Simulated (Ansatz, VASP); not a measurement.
## Sc4Mo in VASP and in Ansatz

```xyz
5
Lattice="3.2450 0.0000 0.0000 -1.6225 2.8103 0.0000 0.0000 0.0000 12.3003" Properties=species:S:1:pos:R:3 pbc="T T T"
Sc    0.0000    1.8735   10.2432
Sc    0.0000    1.8735    4.8671
Sc    1.6225    0.9368    2.0570
Sc    1.6225    0.9368    7.4332
Mo    0.0000    0.0000    0.0000
```

Change from the starting cell: species swapped into the Co4H type (P-3m1, No. 164).

Alike in both runs: task single point; functional PBE; k mesh 6 × 6 × 2; occupations gaussian, width 0.1 eV; collinear spin.

```csv
,VASP,Ansatz
version,VASP 6.6.1,Ansatz 0.2.0
potentials or method,"VASP PAW PBE potentials, release 64 (Sc_sv, Mo_sv), cutoff 520 eV","scalar-relativistic, plane waves, PAW"
valence electrons in the cell,58,58
```

```csv
,VASP,Ansatz,Ansatz less VASP
gap on the k mesh at the Fermi level (eV),none,none,-
pressure (GPa),0.3,0.2,-0.13
"traceless stress, the component that is largest in VASP (GPa)",0.36,0.33,-0.023
rms of the force components (eV/Å),0.039,0.030,-0.0092
net moment per atom (μB),0.17,0.18,+0.002
size of the moment on the site where the two differ most (μB),0.28,0.25,-0.026
```

Site moments also hang on the region over which each program counts them. Atom by atom the forces differ by 0.009 eV/Å (rms over components). A gap of «none» marks a metal or a gap that the smearing closes.

The k mesh is coarse, so the values compare programs but aren't converged.
